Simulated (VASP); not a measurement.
**BN: G0W0 quasiparticle levels with PBE**

The system is BN.

```
B N
1.0
     0.02794    1.79667    1.79667
     1.79667    0.02794    1.79667
     1.79667    1.79667    0.02794
B N
1 1
Direct
  0.00014 0.00014 0.00014
  0.24986 0.24986 0.24986
```

- Program: VASP 6.6.1
- Task: G0W0 quasiparticle levels
- Functional: PBE
- Potentials or basis: VASP PAW PBE potentials, release 64 (B_GW, N_GW)
- Cutoff: 500 eV
- k mesh: 6 × 6 × 6
- Occupations: gaussian, width 0.01 eV
- Spin: no spin polarisation
- Dipole correction: no
- GW scheme: G0W0
- GW iterations: 1
- Cutoff of the response function: 150
- Frequency points: 48
- Empty bands: 47
- Further INCAR settings: ALGO = EVGW0; EDIFF = 1e-08; NBANDS = 51

The quasiparticle gap is 5.95 eV, the least direct quasiparticle gap is 10.55 eV and the band gap of the starting levels on the mesh is 4.44 eV. The least direct gap of the starting levels on the mesh is 8.44 eV.

It took 110 s on 1 thread of Intel(R) Xeon(R) Platinum 8275CL CPU @ 3.00GHz (Skylake/Cascade Lake), on a shared host, peak memory 0.24 GiB.

Caveat: the k points lie up to 0.51 Å⁻¹ apart; bands, screening cutoff and mesh are small and nothing is extrapolated, so the quasiparticle values aren't converged.
